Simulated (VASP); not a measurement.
# BaZrO3 (Pm-3m) in VASP: notebook

BaZrO3 is run at these levels: LDA; tasks: single point, relaxation of cell and atoms.

Program: VASP 6.6.1. These are calculated values, not measurements. Logs are shortened: lines on timing, memory, paths and dates and some standing lists are left out, and cuts for length are marked.

### 1 The cell of the first run

Symmetry: Pm-3m, No. 221, cubic system. The conventional cell has a = 4.147 Å, b = 4.147 Å, c = 4.147 Å, α = 90.00°, β = 90.00°, γ = 90.00°. Ba (site symmetry m-3m) has 12 O at 2.93 Å and 8 Zr at 3.59 Å within 3.9 Å. Within 2.7 Å of Zr (site symmetry m-3m) lie 6 O at 2.07 Å. Within 2.7 Å of O (site symmetry 4/mmm) lie 2 Zr at 2.07 Å.

### 2 Single point, LDA

Input file INCAR:

```
SYSTEM = BaZrO3
  ALGO = Normal
  EDIFF = 1E-7
  ENCUT = 520
  ISIF = 2
  ISMEAR = 0
  LASPH = .TRUE.
  LCHARG = .FALSE.
  LREAL = .FALSE.
  LWAVE = .FALSE.
  NBANDS = 28
  NELM = 80
  PREC = Accurate
  SIGMA = 0.02
```

Input file KPOINTS:

```
k-points
0
G
  6 6 6
  0 0 0
```

Input file POSCAR:

```
BaZrO3
1.0
    4.1473696857      0.0000000000      0.0000000000
    0.0000000000      4.1473696857      0.0000000000
    0.0000000000      0.0000000000      4.1473696857
Ba Zr O
1 1 3
Direct
    0.0000000000      0.0000000000      0.0000000000
    0.5000000000      0.5000000000      0.5000000000
    0.0000000000      0.5000000000      0.5000000000
    0.5000000000      0.0000000000      0.5000000000
    0.5000000000      0.5000000000      0.0000000000
```

Potentials or basis: VASP PAW LDA potentials, release 64 (Ba_sv, Zr_sv, O).

On the command line:

```bash
cat potpaw_LDA.64/Ba_sv/POTCAR potpaw_LDA.64/Zr_sv/POTCAR potpaw_LDA.64/O/POTCAR > POTCAR
mpirun -np 1 vasp_std > vasp.out
```

OUTCAR:

```text
SYSTEM = BaZrO3
   EDIFF = 1E-7
   ENCUT = 520
   ISIF = 2
   ISMEAR = 0
   LASPH = .TRUE.
   LREAL = .FALSE.
   NELM = 80
   PREC = Accurate

 ion  position               nearest neighbor table
   1  0.000  0.000  0.000-   3 2.93   4 2.93   5 2.93   3 2.93   4 2.93   3 2.93   5 2.93   3 2.93
                             4 2.93   5 2.93   4 2.93   5 2.93   2 3.59   2 3.59   2 3.59   2 3.59
   2  0.500  0.500  0.500-   3 2.07   4 2.07   5 2.07   5 2.07   4 2.07   3 2.07   1 3.59   1 3.59
                             1 3.59   1 3.59   1 3.59   1 3.59   1 3.59   1 3.59
   3  0.000  0.500  0.500-   2 2.07   2 2.07   1 2.93   1 2.93   1 2.93   1 2.93
   4  0.500  0.000  0.500-   2 2.07   2 2.07   1 2.93   1 2.93   1 2.93   1 2.93
   5  0.500  0.500  0.000-   2 2.07   2 2.07   1 2.93   1 2.93   1 2.93   1 2.93

  LATTYP: Found a simple cubic cell.
 ALAT       =     4.1473696857

  Lattice vectors:

 A1 = (   4.1473696857,   0.0000000000,   0.0000000000)
 A2 = (   0.0000000000,   4.1473696857,   0.0000000000)
 A3 = (   0.0000000000,   0.0000000000,   4.1473696857)

Analysis of symmetry for initial positions (statically):
=====================================================================
 Subroutine PRICEL returns:
 Original cell was already a primitive cell.

 Routine SETGRP: Setting up the symmetry group for a
 simple cubic supercell.

 Subroutine GETGRP returns: Found 48 space group operations
 (whereof 48 operations were pure point group operations)
 out of a pool of 48 trial point group operations.

The static configuration has the point symmetry O_h .

Analysis of symmetry for dynamics (positions and initial velocities):
=====================================================================
 Subroutine PRICEL returns:
 Original cell was already a primitive cell.

 Routine SETGRP: Setting up the symmetry group for a
 simple cubic supercell.

 Subroutine GETGRP returns: Found 48 space group operations
 (whereof 48 operations were pure point group operations)
 out of a pool of 48 trial point group operations.

The dynamic configuration has the point symmetry O_h .

 Subroutine INISYM returns: Found 48 space group operations
 (whereof 48 operations are pure point group operations),
 and found     1 'primitive' translations

----------------------------------------------------------------------------------------

                                     Primitive cell

  volume of cell :      71.3376

  direct lattice vectors                    reciprocal lattice vectors
     4.147369686  0.000000000  0.000000000     0.241116678  0.000000000  0.000000000
     0.000000000  4.147369686  0.000000000     0.000000000  0.241116678  0.000000000
     0.000000000  0.000000000  4.147369686     0.000000000  0.000000000  0.241116678

  length of vectors
     4.147369686  4.147369686  4.147369686     0.241116678  0.241116678  0.241116678

  position of ions in fractional coordinates (direct lattice)
     0.000000000  0.000000000  0.000000000
     0.500000000  0.500000000  0.500000000
     0.000000000  0.500000000  0.500000000
     0.500000000  0.000000000  0.500000000
     0.500000000  0.500000000  0.000000000

  ion indices of the primitive-cell ions
   primitive index   ion index
                 1           1
                 2           2
                 3           3
                 4           4
                 5           5

----------------------------------------------------------------------------------------

 KPOINTS: k-points

Automatic generation of k-mesh.
 Grid dimensions read from file:
 generate k-points for:    6    6    6

 Generating k-lattice:

  Cartesian coordinates                     Fractional coordinates (reciprocal lattice)
     0.040186113  0.000000000  0.000000000     0.166666667  0.000000000  0.000000000
     0.000000000  0.040186113  0.000000000     0.000000000  0.166666667  0.000000000
     0.000000000  0.000000000  0.040186113     0.000000000  0.000000000  0.166666667

  Length of vectors
     0.040186113  0.040186113  0.040186113

  Shift w.r.t. Gamma in fractional coordinates (k-lattice)
     0.000000000  0.000000000  0.000000000

 Subroutine IBZKPT returns following result:
 ===========================================

 Found     20 irreducible k-points:

 Following reciprocal coordinates:
            Coordinates               Weight
  0.000000  0.000000  0.000000      1.000000
  0.166667  0.000000  0.000000      6.000000
  0.333333  0.000000  0.000000      6.000000
  0.500000  0.000000  0.000000      3.000000
  0.166667  0.166667  0.000000     12.000000
  0.333333  0.166667  0.000000     24.000000
[... 12 lines left out ...]
  0.500000  0.500000  0.333333      6.000000
  0.500000  0.500000  0.500000      1.000000
   k-points           NKPTS =     20   k-points in BZ     NKDIM =     20   number of bands    NBANDS=     28
   number of dos      NEDOS =    301   number of ions     NIONS =      5
   total plane-waves  NPLWV =  32768
   dimension x,y,z NGX =    32 NGY =   32 NGZ =   32
   dimension x,y,z NGXF=    64 NGYF=   64 NGZF=   64
   ions per type =               1   1   3
   NGX,Y,Z   is equivalent  to a cutoff of  12.83, 12.83, 12.83 a.u.
   NGXF,Y,Z  is equivalent  to a cutoff of  25.65, 25.65, 25.65 a.u.
 SYSTEM =  BaZrO3
   PREC   = accura    normal or accurate (medium, high low for compatibility)
   ISTART =      0    job   : 0-new  1-cont  2-samecut
   ICHARG =      2    charge: 1-file 2-atom 10-const
   ISPIN  =      1    spin polarized calculation?
   LNONCOLLINEAR =      F non collinear calculations
   LSORBIT =      F    spin-orbit coupling
   LASPH  =      T    aspherical Exc in radial PAW
   ENCUT  =  520.0 eV  38.22 Ry    6.18 a.u.   7.71  7.71  7.71*2*pi/ulx,y,z
   NELM   =     80;   NELMIN=  2; NELMDL= -5     # of ELM steps
   EDIFF  = 0.1E-06   stopping-criterion for ELM
   LREAL  =      F    real-space projection
   EDIFFG = 0.1E-05   stopping-criterion for IOM
   NSW    =      0    number of steps for IOM
   IBRION =     -1    ionic relax: 0-MD 1-quasi-New 2-CG
   NFREE  =      0    steps in history (QN), initial steepest desc. (CG)
   ISIF   =      2    stress and relaxation
   ISYM   =      2    0-nonsym 1-usesym 2-fastsym
   POTIM  = 0.5000    time-step for ionic-motion
   TEBEG  =    0.0;   TEEND  =   0.0 temperature during run
   PSTRESS=    0.0 pullay stress
   NELECT =      40.0000    total number of electrons
   NUPDOWN=      -1.0000    fix difference up-down
   EMIN   =  10.00;   EMAX   =-10.00  energy-range for DOS
   EFERMI =   0.00;   METHOD = LEGACY
   ISMEAR =     0;   SIGMA  =   0.02  broadening in eV -4-tet -1-fermi 0-gaus
   EFERMI_NEDOS =   21; number of points for ismear=-14 and -15
   IALGO  =     38    algorithm
   IMIX   =      4    mixing-type and parameters
     AMIX     =   0.40;   BMIX     =  1.00
     AMIX_MAG =   1.60;   BMIX_MAG =  1.00
  volume/ion in A,a.u.               =      14.27        96.28
  Fermi-wavevector in a.u.,A,eV,Ry     =   1.349964  2.551061 24.795283  1.822402
  Thomas-Fermi vector in A             =   2.477507
   LORBIT       =      0    0 simple, 1 ext, 2 COOP (PROOUT), +10 PAW based schemes
   GGA     = CA    functional components
   LHFCALC =     F    Hartree Fock is set to
   AEXX    =    0.0000 exact exchange contribution
   IVDW    =     0    specifies the selected vdW correction
   LEPSILON=     F    determine dielectric tensor
   LRPA    =     F    only Hartree local field effects (RPA)
 non-spin polarized calculation
 Gauss-broadening in eV      SIGMA  =   0.02
  energy-cutoff  :      520.00
  volume of cell :       71.34
 maximum number of plane-waves:      1936
 NGX is ok and might be reduce to    32
   NGX = 15   NGY = 15   NGZ = 15

 number of electron      40.0000017 magnetization

 Free energy of the ion-electron system (eV)
  ---------------------------------------------------
  ext. energy  EPLUGINS =         0.00000000
  ---------------------------------------------------
  free energy    TOTEN  =       -45.73767498 eV

  energy without entropy =      -45.73767498  energy(sigma->0) =      -45.73767498

 E-fermi :   3.9615     XC(G=0): -11.3943

 val. band max:        3.7033506218   @ k =   0.5000   0.5000   0.5000
 cond. band min:       6.8357079082   @ k =   0.0000   0.0000   0.0000
 fundamental gap:      3.1323572863
 Fermi energy:         3.9614728145

 k-point     1 :       0.0000    0.0000    0.0000
  band No.  band energies     occupation
      1     -42.7635      2.00000
      2     -21.3401      2.00000
      3     -21.1482      2.00000
      4     -21.1482      2.00000
      5     -21.1482      2.00000
      6     -12.4070      2.00000
[... 20 lines left out ...]
     27      11.5399      0.00000
     28      11.5399      0.00000

 k-point     2 :       0.1667    0.0000    0.0000
  band No.  band energies     occupation
      1     -42.7625      2.00000
      2     -21.4202      2.00000
      3     -21.1461      2.00000
      4     -21.1461      2.00000
      5     -21.1233      2.00000
      6     -12.4280      2.00000
[... 20 lines left out ...]
     27      11.5423      0.00000
     28      12.0667      0.00000

 k-point     3 :       0.3333    0.0000    0.0000
  band No.  band energies     occupation
      1     -42.7604      2.00000
      2     -21.5636      2.00000
      3     -21.1417      2.00000
      4     -21.1417      2.00000
      5     -21.0833      2.00000
      6     -12.5667      2.00000
[... 20 lines left out ...]
     27      11.5417      0.00000
     28      11.7521      0.00000

 k-point     4 :       0.5000    0.0000    0.0000
  band No.  band energies     occupation
      1     -42.7594      2.00000
      2     -21.6307      2.00000
      3     -21.1395      2.00000
      4     -21.1395      2.00000
      5     -21.0648      2.00000
      6     -12.6416      2.00000
[... 454 lines left out ...]
     27      12.1136      0.00000
     28      12.8498      0.00000

 k-point    19 :       0.5000    0.5000    0.3333
  band No.  band energies     occupation
      1     -42.7522      2.00000
      2     -21.4205      2.00000
      3     -21.4205      2.00000
      4     -21.3493      2.00000
      5     -21.1928      2.00000
      6     -11.3748      2.00000
[... 20 lines left out ...]
     27      12.3935      0.00000
     28      13.2205      0.00000

 k-point    20 :       0.5000    0.5000    0.5000
  band No.  band energies     occupation
      1     -42.7512      2.00000
      2     -21.4173      2.00000
      3     -21.4173      2.00000
      4     -21.4173      2.00000
      5     -21.1818      2.00000
      6     -11.0463      2.00000
[... 20 lines left out ...]
     27      13.0873      0.00000
     28      13.0873      0.00000

------------------------ aborting loop because EDIFF is reached ----------------------------------------

  FORCE on cell =-STRESS in cart. coord.  units (eV):
  Direction    XX          YY          ZZ          XY          YZ          ZX
  --------------------------------------------------------------------------------------
  -------------------------------------------------------------------------------------
  Total        0.6792994      0.6792994      0.6792994      0.0000000      0.0000000     -0.0000000
  in kB       15.2564516     15.2564516     15.2564516      0.0000000      0.0000000     -0.0000000
  external PRESSURE =      15.2564516 kB  Pullay stress =       0.0000000 kB

 VOLUME and BASIS-vectors are now :
 -----------------------------------------------------------------------------
  energy-cutoff  :      520.00
  volume of cell :       71.34
      direct lattice vectors                 reciprocal lattice vectors
     4.147369686  0.000000000  0.000000000     0.241116678  0.000000000  0.000000000
     0.000000000  4.147369686  0.000000000     0.000000000  0.241116678  0.000000000
     0.000000000  0.000000000  4.147369686     0.000000000  0.000000000  0.241116678

 POSITION                                       TOTAL-FORCE (eV/Angst)
 -----------------------------------------------------------------------------------
      0.00000      0.00000      0.00000         0.000000      0.000000      0.000000
      2.07368      2.07368      2.07368         0.000000      0.000000      0.000000
      0.00000      2.07368      2.07368         0.000000      0.000000      0.000000
      2.07368      0.00000      2.07368         0.000000      0.000000      0.000000
      2.07368      2.07368      0.00000         0.000000      0.000000      0.000000
 -----------------------------------------------------------------------------------
    total drift:                                0.000000     -0.000000     -0.000000

  FREE ENERGIE OF THE ION-ELECTRON SYSTEM (eV)
  ---------------------------------------------------
  free  energy   TOTEN  =       -45.7376749804 eV

  energy  without entropy=      -45.7376749804  energy(sigma->0) =      -45.73767498
```

Run time: 15 s. Hardware: 1 thread of Intel Xeon 6975P-C (Granite Rapids), shared host; peak memory 0.17 GiB.

What came out:

* Free energy: -45.7377 eV
* Pressure: 1.5 GPa
* Band gap on the k mesh: 3.13 eV, indirect (least direct gap 3.31 eV)

Caveat: spin-orbit coupling is left out, which moves the levels of the heavy elements. A k mesh can miss the band edges.

[end of part 1 of 2]
